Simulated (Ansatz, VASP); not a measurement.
# One calculation of PtS2, two programs

```xyz
3
Lattice="3.5750 0.0000 0.0000 -1.7875 3.0961 0.0000 0.0000 0.0000 6.4298" Properties=species:S:1:pos:R:3 pbc="T T T"
Pt    0.0000    0.0000    0.0000
S     0.0000    2.0640    1.2305
S     1.7875    1.0320    5.1994
```

Alike in both runs: task single point; functional PBE; k mesh 10 × 10 × 5; occupations gaussian, width 0.05 eV; non-collinear spin, spin-orbit coupling.

|  | VASP | Ansatz |
| --- | --- | --- |
| version | VASP 6.6.1 | Ansatz 0.2.0 |
| potentials or method | VASP PAW PBE potentials, release 64 (Pt, S), cutoff 520 eV | plane waves, PAW |
| valence electrons in the cell | 22 | 30 |

```csv
,VASP,Ansatz,Ansatz less VASP
pressure (GPa),-0.2,0.0,+0.25
"traceless stress, the component that is largest in VASP (GPa)",0.09,0.02,-0.075
rms of the force components (eV/Å),0.010,0.000,-0.0096
net moment per atom (μB),0.00,0.00,0.000
```

Atom by atom the forces differ by 0.010 eV/Å (rms over components). The functional is the same, so the differences come from potentials, cutoffs and numerics. VASP's potentials hold 22 valence electrons a cell and Ansatz's 30, so a difference there can come from the potentials and not from the codes.
